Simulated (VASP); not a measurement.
Crystal: GaAs.

```
Ga As
1.0
    -1.88077    1.88077    3.02585
     1.88077   -1.88077    3.02585
     1.88077    1.88077   -3.02585
Ga As
1 1
Direct
  0.00000 0.00000 0.00000
  0.50000 0.50000 0.00000
```

Base run:

```yaml
Program: VASP 6.6.1
Functional: PBE
Potentials_or_basis: VASP PAW PBE potentials, release 64 (Ga_d, As)
Cutoff: 520 eV
k_mesh: 10 × 10 × 10
Occupations: fermi-dirac, width 0.05 eV
Spin: no spin polarisation
```

Its results: band gap on the k mesh zero (band 9 reaches 5.03 eV, above the bottom of band 10 at 2.46 eV); pressure -3.3 GPa.

Problem. The run is repeated on the same cell with these changes: functional from PBE to r2SCAN50; cutoff from 520 eV to 440 eV; k mesh from 10 × 10 × 10 to 5 × 5 × 5. What comes out?

Solution. Band gap on the k mesh zero (band 9 reaches 5.17 eV, above the bottom of band 10 at 0.96 eV); pressure -9.1 GPa.

Several settings changed at once, so the effect can't be laid on one alone.

Caveats: some runs use coarse meshes; the PAW data sets were made with another functional, which shifts forces and pressure a little (some runs).
